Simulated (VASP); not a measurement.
Here is a VASP 6.6.1 calculation.

Contents of POSCAR:

```
ZrS
1.0
    0.0000000000      2.6053125000      2.6250000000
    2.6446875000      0.0000000000      2.6250000000
    2.6446875000      2.6053125000      0.0000000000
Zr S
1 1
Direct
    0.0000000000      0.0000000000      0.0000000000
    0.5000000000      0.5000000000      0.5000000000
```

INCAR.step1

```
PREC = Accurate
ENCUT = 520
ISMEAR = 0
SIGMA = 0.15
LREAL = F
LASPH = T
NELM = 100
NBANDS = 16
GGA = PE
ALGO = Normal
EDIFF = 1E-4
LWAVE = T
LCHARG = F
```

Contents of INCAR.step2:

```
PREC = Accurate
ENCUT = 520
EDIFF = 1E-6
ISMEAR = 0
SIGMA = 0.15
LREAL = F
LASPH = T
NELM = 100
ALGO = Normal
ISIF = 2
LWAVE = F
LCHARG = F
METAGGA = R2SCAN
LMIXTAU = T
NBANDS = 16
ISTART = 1
```

Contents of KPOINTS:

```
Automatic mesh
0
Gamma
  16 16 16
```

Potentials or basis: VASP PAW PBE potentials, release 64 (Zr_sv, S).

Run with:

```bash
$ cat potpaw_PBE.64/Zr_sv/POTCAR potpaw_PBE.64/S/POTCAR > POTCAR
$ cp INCAR.step1 INCAR
$ mpirun -np 1 vasp_std > vasp.out
$ cp INCAR.step2 INCAR
$ mpirun -np 1 vasp_std > vasp.out
```

(1) What does it give for the band gap on the k mesh?

(2) Predict the pressure.

## Answers

(1) zero (bands 9 and 10 overlap by 2.89 eV).

(2) -2.0 GPa.

Caveat: the cell differs from its parent crystal (strain +0.0075 x Voigt [1, -1, 0, 0, 0, 0]); the PAW data sets were made with another functional, which shifts forces and pressure a little.
